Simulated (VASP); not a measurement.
Runs of VASP 6.6.1 on Br. The structure is that of space group Fd-3m (No. 227), or close to it. The cells are those of the table. 

| cell | gap on the mesh (eV) | pressure (GPa) |
| --- | --- | --- |
| a = 4.462 Å, angles 60.0°, 2 atoms | none | 9.9 |
| a = 4.922 Å, angles 60.0°, 2 atoms | none | 0.0 |
| a = 4.624 Å, angles 60.0°, 2 atoms | none | (a) |
| a = 4.260 Å, angles 60.0°, 2 atoms | none | 20.0 |

Alike in all rows: task single point; level r2SCAN; potentials or basis VASP PAW PBE potentials, release 64 (Br); no spin polarisation; k mesh 6 × 6 × 6; cutoff (eV) 520; smearing fermi-dirac 0.02 eV.

Problem. Fill in the values left out.

Solution. (a) 4.9.

Caveats: the PAW data sets were made with another functional, which shifts forces and pressure a little.

A k mesh can miss the band edges, and the runs leave out spin-orbit coupling on Br.

A gap of «none» marks levels without a gap at the run's occupations.
